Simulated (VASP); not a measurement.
# CaO (P1) in VASP: a series of runs, part 2 of 2

VASP 6.6.1. The steps go on from the part before.

## (3) Single point, PBEsol

Input file INCAR:

```
SYSTEM = CaO
PREC = Accurate ; ENCUT = 520
EDIFF = 1E-6 ; ISMEAR = -1
SIGMA = 0.112 ; LREAL = Auto
LASPH = .True. ; NELM = 60
ALGO = Normal ; ISIF = 2
LWAVE = .False. ; LCHARG = .False.
GGA = PS ; NBANDS = 78
```

Input file KPOINTS:

```
regular mesh
0
Gamma
  2 2 2
  0 0 0
```

Input file POSCAR:

```
CaO
1.0
    0.0000000000      5.2134634832      5.2134634832
    5.2134634832      0.0000000000      5.2134634832
    5.2134634832      5.2134634832      0.0000000000
Ca O
8 8
Direct
    0.0054812890      0.0151148081     -0.0262630592
   -0.0176751022      0.0222555505      0.4892055940
   -0.0031626768      0.5002892047     -0.0114189924
   -0.0115715781      0.5149565176      0.4851036184
    0.4961013937     -0.0025926143      0.0175180090
    0.5593681646     -0.0116155988      0.4890222226
    0.4853967057      0.4893217356      0.0262313144
    0.4945012099      0.4969076715      0.4959096785
    0.0994512576      0.1127330232      0.1325910313
    0.1129553323      0.1444583821      0.6261884274
    0.1001927033      0.6247767939      0.1203177124
    0.1472854855      0.6247087968      0.6282162540
    0.6229385725      0.1379283661      0.1517650411
    0.6351640346      0.0988798525      0.6479561065
    0.6135237180      0.6328561638      0.1212037836
    0.6473479695      0.5619410224      0.6586655898
```

Potentials or basis: VASP PAW PBE potentials, release 64 (Ca_sv, O).

Launch:

```bash
$ cat potpaw_PBE.64/Ca_sv/POTCAR potpaw_PBE.64/O/POTCAR > POTCAR
$ mpirun -np 1 vasp_std > vasp.out
```

OUTCAR:

```text
SYSTEM = CaO
   PREC = Accurate
   ENCUT = 520
   EDIFF = 1E-6
   ISMEAR = -1
   LREAL = Auto
   LASPH = .True.
   NELM = 60
   ISIF = 2
   GGA = PS

 ion  position               nearest neighbor table
   1  0.005  0.015  0.974-  10 2.09   9 2.13  13 2.33  11 2.36
   2  0.982  0.022  0.489-  14 2.11   9 2.16  10 2.35  12 2.41
   3  0.997  0.500  0.989-  11 2.17  12 2.18  15 2.31   9 2.34
   4  0.988  0.515  0.485-  16 2.11  11 2.20  10 2.23  12 2.49
   5  0.496  0.997  0.018-  15 2.20  14 2.23   9 2.40  13 2.42
   6  0.559  0.988  0.489-  13 2.06  14 2.10
[... 851 lines left out ...]
  Total        2.1686551      1.5969986      1.3706854      2.3486439     -0.2867736     -2.6630711
  in kB       12.2600450      9.0283030      7.7488879     13.2775748     -1.6212152    -15.0551242
  external PRESSURE =       9.6790786 kB  Pullay stress =       0.0000000 kB

 VOLUME and BASIS-vectors are now :
 -----------------------------------------------------------------------------
  energy-cutoff  :      520.00
  volume of cell :      283.41
      direct lattice vectors                 reciprocal lattice vectors
     0.000000000  5.213463483  5.213463483    -0.095905534  0.095905534  0.095905534
     5.213463483  0.000000000  5.213463483     0.095905534 -0.095905534  0.095905534
     5.213463483  5.213463483  0.000000000     0.095905534  0.095905534 -0.095905534

 POSITION                                       TOTAL-FORCE (eV/Angst)
 -----------------------------------------------------------------------------------
      5.15534      5.10512      0.10738        -0.115789      0.094658     -1.142901
      2.66648      7.67177      5.23734        -0.220984      2.139698      0.700462
      7.76217     10.35091      7.80521         0.032164     -0.193289     -0.391081
      5.21378      7.68221      7.83784        -0.340197      1.443201      0.226069
      5.29128      2.67774      7.78635         0.284365     -0.209265     -0.023295
      7.70241      5.46574      8.06915         0.484624     -0.344803     -2.735211
[... 8 lines left out ...]
      3.93126      3.83047      6.49796         0.219987      0.354619      0.098858
      6.36359      6.80885      6.30458         0.717822     -1.317261      0.176574
 -----------------------------------------------------------------------------------
    total drift:                                0.000222     -0.002805     -0.004030

  FREE ENERGIE OF THE ION-ELECTRON SYSTEM (eV)
  ---------------------------------------------------
  free  energy   TOTEN  =      -101.8671538043 eV

  energy  without entropy=     -101.8671443381  energy(sigma->0) =     -101.86714907
```

OSZICAR:

```text
N       E                     dE             d eps       ncg     rms          rms(c)
DAV:   1     0.152301598127E+04    0.15230E+04   -0.64529E+04  1248   0.163E+03
DAV:   2     0.256228913259E+02   -0.14974E+04   -0.14594E+04  1544   0.492E+02
DAV:   3    -0.114076487787E+03   -0.13970E+03   -0.13885E+03  1632   0.142E+02
DAV:   4    -0.121217432956E+03   -0.71409E+01   -0.71249E+01  2016   0.319E+01
DAV:   5    -0.121758789239E+03   -0.54136E+00   -0.54126E+00  1880   0.615E+00    0.264E+01
DAV:   6    -0.102245944730E+03    0.19513E+02   -0.11123E+02  1448   0.380E+01    0.116E+01
DAV:   7    -0.102063206862E+03    0.18274E+00   -0.14101E+01  1472   0.140E+01    0.590E+00
DAV:   8    -0.101882309945E+03    0.18090E+00   -0.19386E+00  1504   0.615E+00    0.179E+00
DAV:   9    -0.101850866064E+03    0.31444E-01   -0.58833E-01  1600   0.274E+00    0.487E-01
DAV:  10    -0.101864003297E+03   -0.13137E-01   -0.59480E-02  1896   0.852E-01    0.261E-01
DAV:  11    -0.101867330970E+03   -0.33277E-02   -0.16458E-02  1744   0.416E-01    0.252E-01
DAV:  12    -0.101867024551E+03    0.30642E-03   -0.60648E-03  1432   0.283E-01    0.502E-02
DAV:  13    -0.101867170754E+03   -0.14620E-03   -0.92245E-04  1584   0.124E-01    0.379E-02
DAV:  14    -0.101867150364E+03    0.20391E-04   -0.19204E-04  1544   0.550E-02    0.142E-02
DAV:  15    -0.101867153083E+03   -0.27198E-05   -0.62060E-05  1408   0.270E-02    0.620E-03
DAV:  16    -0.101867153804E+03   -0.72080E-06   -0.48359E-06  1152   0.876E-03
   1 F= -.10186715E+03 E0= -.10186715E+03  d E =-.946617E-05
```

stdout:

```text
POSCAR found type information on POSCAR CaO
 POSCAR found :  2 types and      16 ions
 scaLAPACK will be used
 -----------------------------------------------------------------------------
|                                                                             |
|                                                                             |
|     You enforced a specific xc type in the INCAR file but a different       |
|     I HOPE YOU KNOW WHAT YOU ARE DOING!                                     |
|                                                                             |
 -----------------------------------------------------------------------------

 LDA part: xc-table for (Slater+PW92), standard interpolation
 POSCAR, INCAR and KPOINTS ok, starting setup
 FFT: planning ... GRIDC
 FFT: planning ... GRID_SOFT
 FFT: planning ... GRID
 WAVECAR not read
 entering main loop
```

Wall time 8.9 min (1 thread of Oxide Virtual Turin-like, shared host); peak memory 0.43 GiB.

Results:

| Item | Value |
| --- | --- |
| Free energy | -101.8672 eV |
| Pressure | 1.0 GPa |
| Largest force | 2.799 eV/Å |
| Band gap on the k mesh | 2.77 eV |

Forces on the atoms (eV/Å):
```
Ca  -0.116  0.095 -1.143
Ca  -0.221  2.140  0.700
Ca   0.032 -0.193 -0.391
Ca  -0.340  1.443  0.226
Ca   0.284 -0.209 -0.023
Ca   0.485 -0.345 -2.735
Ca   0.016 -1.066  0.536
Ca   0.054  1.120  0.370
O    0.161  0.474  1.294
O   -1.240 -0.392  0.866
O    0.180  0.156  0.556
O    0.172 -1.424 -0.385
O   -1.423 -0.422 -0.232
O    1.018 -0.413  0.086
O    0.220  0.355  0.099
O    0.718 -1.317  0.177
```

Levels at points of the mesh, in eV from the valence-band top:
| k point | band 62 | band 63 | band 64 | band 65 | band 66 | band 67 |
| --- | --- | --- | --- | --- | --- | --- |
| (0.00, 0.00, 0.00) | -0.14 | -0.11 | 0.00 | 2.77 | 4.43 | 4.53 |
| (0.50, 0.00, 0.00) | -0.29 | -0.15 | -0.09 | 4.18 | 4.41 | 4.76 |
| (0.00, 0.50, 0.00) | -0.26 | -0.23 | -0.12 | 4.20 | 4.43 | 4.67 |
| (0.00, 0.00, 0.50) | -0.32 | -0.22 | -0.08 | 4.04 | 4.51 | 4.81 |
| (0.50, 0.50, 0.50) | -0.27 | -0.18 | -0.06 | 4.14 | 4.41 | 4.75 |
| (0.50, 0.50, 0.00) | -0.27 | -0.18 | -0.06 | 4.31 | 4.54 | 4.63 |
| (0.00, 0.50, 0.50) | -0.30 | -0.15 | -0.09 | 4.29 | 4.53 | 4.73 |
| (0.50, 0.00, 0.50) | -0.25 | -0.20 | -0.13 | 4.32 | 4.58 | 4.67 |

Caveat: the k points lie up to 0.52 Å⁻¹ apart; the structure was generated, so it needn't be the stable form of CaO; the PAW data sets were made with another functional, which shifts forces and pressure a little.

## (4) Single point, PBEsol

Input file INCAR:

```
SYSTEM = CaO
PREC     = Accurate       ! precision mode
ENCUT    = 520            ! plane-wave cutoff, eV
EDIFF    = 1E-7           ! SCF threshold, eV
ISMEAR   = -1             ! smearing method
SIGMA    = 0.112          ! smearing width, eV
LREAL    = Auto         
LASPH    = .True.         ! aspherical terms in the spheres
NELM     = 100            ! most SCF steps
ALGO     = Normal         ! electronic algorithm
ISIF     = 2              ! what is computed and relaxed
LWAVE    = .False.        ! write WAVECAR
LCHARG   = .False.        ! write CHGCAR
GGA      = PS             ! functional
NBANDS   = 78             ! bands
```

KPOINTS is that of step 3.

Input file POSCAR:

```
CaO
1.0
    0.0000000000      5.2134634832      5.2134634832
    5.2134634832      0.0000000000      5.2134634832
    5.2134634832      5.2134634832      0.0000000000
Ca O
8 8
Direct
    0.0028528060      0.0148643987     -0.0323932450
   -0.0100428439      0.0241348195      0.4899366819
   -0.0076270794      0.4996268811     -0.0158114659
   -0.0060371575      0.5136958394      0.4823090270
    0.4916444717     -0.0017154623      0.0264243723
    0.5693296807     -0.0265791638      0.4988116841
    0.4756315083      0.4923472675      0.0307426149
    0.4992990760      0.4919293112      0.4979527541
    0.1095423420      0.1202588264      0.1289426889
    0.1310545288      0.1552177363      0.5905435053
    0.0950069952      0.6310757734      0.1154651801
    0.1324876452      0.6398528561      0.6188838783
    0.6307427894      0.1271435970      0.1452781826
    0.6209547665      0.1056595106      0.6660131046
    0.6105259028      0.6379153725      0.1256403736
    0.6319834234      0.5620744270      0.6644125371
```

Launch:

```bash
$ cat potpaw_PBE.64/Ca_sv/POTCAR potpaw_PBE.64/O/POTCAR > POTCAR
$ mpirun -np 1 vasp_std > vasp.out
```

It took 12 min on 1 thread of Oxide Virtual Turin-like, shared host; peak memory 0.43 GiB.

Results (log left out):

```yaml
Free_energy: -102.4646 eV
Pressure: -1.0 GPa
Largest_force: 2.083 eV/Å
Band_gap_on_the_k_mesh: 2.90 eV
```

Forces on the atoms (eV/Å):
```
Ca  -0.063  0.159 -0.072
Ca  -0.089  1.181  0.121
Ca   0.271 -0.129 -0.058
Ca   0.117  0.655 -0.061
Ca   0.407 -0.122  0.003
Ca   0.425 -0.917 -1.821
Ca  -0.313 -0.410  0.329
Ca   0.577  0.493 -0.167
O   -0.222 -0.290  0.321
O   -0.435  0.768 -0.050
O    0.198  0.123  0.544
O   -0.269 -0.782 -0.234
O   -0.397  0.076 -0.108
O   -0.303 -0.527  0.633
O   -0.356  0.360 -0.372
O    0.453 -0.637  0.992
```

Stress tensor (GPa, compression positive):
```
-0.55  0.55 -0.37
 0.55 -1.17 -0.45
-0.37 -0.45 -1.22
```

Levels at points of the mesh, in eV from the valence-band top:
```csv
k point,band 61,band 62,band 63,band 64,band 65,band 66,band 67,band 68
"(0.00, 0.00, 0.00)",-0.17,-0.14,-0.09,0.00,2.90,4.50,4.64,4.74
"(0.50, 0.00, 0.00)",-0.31,-0.22,-0.16,-0.08,4.38,4.65,4.81,4.90
"(0.00, 0.50, 0.00)",-0.26,-0.24,-0.21,-0.14,4.33,4.54,4.83,5.03
"(0.00, 0.00, 0.50)",-0.33,-0.26,-0.23,-0.09,4.15,4.65,4.91,5.02
"(0.50, 0.50, 0.50)",-0.31,-0.26,-0.16,-0.08,4.25,4.63,4.85,4.98
"(0.50, 0.50, 0.00)",-0.32,-0.22,-0.14,-0.08,4.39,4.67,4.79,5.14
"(0.00, 0.50, 0.50)",-0.34,-0.28,-0.10,-0.05,4.38,4.66,4.94,5.05
"(0.50, 0.00, 0.50)",-0.30,-0.26,-0.13,-0.09,4.45,4.68,4.84,5.06
```

Caveat: the k points lie up to 0.52 Å⁻¹ apart; the structure was generated, so it needn't be the stable form of CaO; the PAW data sets were made with another functional, which shifts forces and pressure a little.

## (5) Summary

| cell | gap on the mesh (eV) | pressure (GPa) | largest force (eV/Å) |
| --- | --- | --- | --- |
| as given, atomic positions A | 2.95 | 0.6 | 2.14 |
| as given, atomic positions B | 2.77 | 1.0 | 2.80 |
| as given, atomic positions C | 2.90 | -1.0 | 2.08 |

Alike in all rows: task single point; level PBEsol; potentials or basis VASP PAW PBE potentials, release 64 (Ca_sv, O); no spin polarisation; k mesh 2 × 2 × 2; cutoff (eV) 520; smearing fermi-dirac 0.112 eV.

Caveats: all runs use coarse meshes; the structure was generated, so it needn't be the stable form of CaO; the PAW data sets were made with another functional, which shifts forces and pressure a little.

Total energies depend on the potentials used, so only differences within one code and one set of settings carry meaning.
